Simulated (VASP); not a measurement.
**SnTe: single point with PBE**

Crystal: SnTe.

```xyz
4
Lattice="5.4250 0.0000 0.0000 -2.7125 4.6982 0.0000 0.0000 0.0000 6.5114" Properties=species:S:1:pos:R:3 pbc="T T T"
Sn    0.0000    3.1321    6.2173
Sn    2.7125    1.5661    2.9616
Te    0.0000    3.1321    2.8011
Te    2.7125    1.5661    6.0568
```

The cell was built from a structure type or drawn by symmetry, and may not be a known phase.

| Property | Result |
| --- | --- |
| Program | VASP 6.6.1 |
| Task | single point |
| Functional | PBE |
| Potentials or basis | VASP PAW PBE potentials, release 64 (Sn_d, Te) |
| Cutoff | 520 eV |
| k mesh | 6 × 6 × 4 |
| Occupations | gaussian, width 0.02 eV |
| Spin | no spin polarisation |

- Pressure: 0.0 GPa
- Largest force: 0.005 eV/Å
- Band gap on the k mesh: 0.64 eV

Forces on the atoms (eV/Å):
```
Sn   0.000  0.000 -0.005
Sn   0.000  0.000 -0.005
Te   0.000  0.000  0.005
Te   0.000  0.000  0.005
```

Levels at points of the mesh, in eV from the valence-band top:
| k point | band 18 | band 19 | band 20 | band 21 | band 22 | band 23 |
| --- | --- | --- | --- | --- | --- | --- |
| (0.00, 0.00, 0.00) | -1.95 | -1.95 | -1.91 | 0.67 | 0.67 | 2.28 |
| (0.50, 0.00, 0.00) | -2.33 | -2.21 | -0.61 | 1.80 | 2.68 | 3.11 |
| (0.00, 0.00, 0.50) | -2.68 | -1.55 | -1.55 | 1.20 | 1.20 | 1.20 |
| (0.50, 0.00, 0.50) | -1.98 | -0.83 | -0.83 | 0.74 | 0.74 | 2.37 |

Run time: 69 s on 1 thread of Intel(R) Xeon(R) Platinum 8259CL CPU @ 2.50GHz (Skylake/Cascade Lake) (shared host), peak memory 0.3 GiB.

Caveat: spin-orbit coupling is left out, which moves the levels of the heavy elements. A k mesh can miss the band edges.
